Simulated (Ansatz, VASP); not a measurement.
## CsPtS in VASP and in Ansatz

```
CELL_PARAMETERS angstrom
4.08017 0.00000 0.00000
-2.04008 3.53353 0.00000
0.00000 0.00000 5.71633
ATOMIC_POSITIONS crystal
Cs 0.00000 0.00000 0.00000
Pt 0.66667 0.33333 0.50000
S 0.33333 0.66667 0.50000
```

Change from the starting cell: species swapped into the BaSbPt type (P-6m2, No. 187).

Alike in both runs: functional PBE; k mesh 6 × 6 × 4; occupations gaussian, width 0.1 eV; collinear spin.

Ansatz relaxed the structure, and its values are those at the end. VASP's run is a single point on that final structure, the one shown.

|  | VASP | Ansatz |
| --- | --- | --- |
| version | VASP 6.6.1 | Ansatz 0.2.0 |
| potentials or method | VASP PAW PBE potentials, release 64 (Cs_sv, Pt, S), cutoff 520 eV | scalar-relativistic, plane waves, PAW |
| valence electrons in the cell | 25 | 33 |

|  | VASP | Ansatz | Ansatz less VASP |
| --- | --- | --- | --- |
| gap on the k mesh at the Fermi level (eV) | none | none | - |
| pressure (GPa) | 0.0 | 0.0 | -0.02 |
| net moment per atom (μB) | 0.00 | 0.00 | -0.001 |

A gap of «none» marks a metal or a gap that the smearing closes. The functional is the same, so the differences come from potentials, cutoffs and numerics. VASP's potentials hold 25 valence electrons a cell and Ansatz's 33, so a difference there can come from the potentials and not from the codes. Ansatz's warnings: seeded moment not kept.

Spin-orbit coupling is off throughout.
